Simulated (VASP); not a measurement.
Wanted: the native input for a VASP 6.6.1 run.

* Task: single point
* Functional: revPBE
* Potentials or basis: VASP PAW PBE potentials, release 64 (Pb_d)
* Cutoff: 520 eV
* k mesh: 13 × 13 × 4
* Occupations: fermi-dirac, width 0.1 eV
* Spin: no spin polarisation
* Dipole correction: no
* Further INCAR settings: ALGO = Normal; EDIFF = 1e-07; NBANDS = 36

The structure of Pb lies in POSCAR:

```
Pb
1.0
    3.6090988590      0.0000000000      0.0000000000
   -1.8045494295      3.1255712967      0.0000000000
    0.0000000000      0.0000000000     11.6533017917
Pb
4
Direct
    0.0000000000      0.0000000000      0.0000000000
    0.0000000000      0.0000000000      0.5000000000
    0.3333333333      0.6666666667      0.2500000000
    0.6666666667      0.3333333333      0.7500000000
```

One way to write it, as run:

INCAR

```
ALGO = Normal
EDIFF = 1E-7
ENCUT = 520
GGA = RE
ISIF = 2
ISMEAR = -1
LASPH = T
LCHARG = F
LREAL = F
LWAVE = F
NBANDS = 36
NELM = 60
PREC = Accurate
SIGMA = 0.1
```

KPOINTS

```
k-points
0
Gamma
  13 13 4
```

Potentials or basis: VASP PAW PBE potentials, release 64 (Pb_d).

Launch:

```bash
$ cat potpaw_PBE.64/Pb_d/POTCAR > POTCAR
$ mpirun -np 1 vasp_std > vasp.out
```

It gave:

```
Pressure               : 0.0 GPa
Band gap on the k mesh : zero (band 28 reaches 11.59 eV, above the bottom of band 29 at 5.05 eV)
```

Caveat: the PAW data sets were made with another functional, which shifts forces and pressure a little; spin-orbit coupling is left out, which moves the levels of the heavy elements.

Run time: 99 s on 1 thread of Intel(R) Xeon(R) 6975P-C (Granite Rapids), on a shared host, peak memory 0.37 GiB.
